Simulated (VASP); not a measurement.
Input of a VASP 6.6.1 run:

POSCAR

```
Fe
1.0
    0.0000000000      2.4684855099      2.4684855099
    2.4684855099      0.0000000000      2.4684855099
    2.4684855099      2.4684855099      0.0000000000
Fe
2
Direct
    0.1250000000      0.1250000000      0.1250000000
    0.8750000000      0.8750000000      0.8750000000
```

File INCAR.step1:

```
  PREC = Accurate
  ENCUT = 520
  ISMEAR = -1
  SIGMA = 0.1
  LREAL = False
  LASPH = True
  NELM = 80
  NBANDS = 15
  GGA = PE
  ALGO = Normal
  EDIFF = 1E-4
  LWAVE = True
  LCHARG = False
```

File INCAR.step2:

```
  PREC = Accurate
  ENCUT = 520
  EDIFF = 1E-6
  ISMEAR = -1
  SIGMA = 0.1
  LREAL = False
  LASPH = True
  NELM = 80
  ALGO = Normal
  ISIF = 2
  LWAVE = False
  LCHARG = True
  METAGGA = R2SCAN
  LMIXTAU = True
  LELF = True
  LVHAR = True
  NBANDS = 15
  ISTART = 1
```

File KPOINTS:

```
Automatic mesh
0
Gamma
  13 13 13
```

Potentials or basis: VASP PAW PBE potentials, release 64 (Fe).

Launch:

```bash
$ cat potpaw_PBE.64/Fe/POTCAR > POTCAR
$ cp INCAR.step1 INCAR
$ mpirun -np 1 vasp_std > vasp.out
$ cp INCAR.step2 INCAR
$ mpirun -np 1 vasp_std > vasp.out
```

**Question.** What does it give for the pressure?

**Answer.** -11.7 GPa.

**Question.** What does it give for the band gap on the k mesh?

**Answer.** Zero (band 8 reaches 3.57 eV, above the bottom of band 9 at 2.81 eV).

Caveat: the PAW data sets were made with another functional, which shifts forces and pressure a little; the run has no spin polarisation, though such a crystal can be magnetic. Spin polarisation is off, so any magnetic state and its effect on volume and gap are missing.
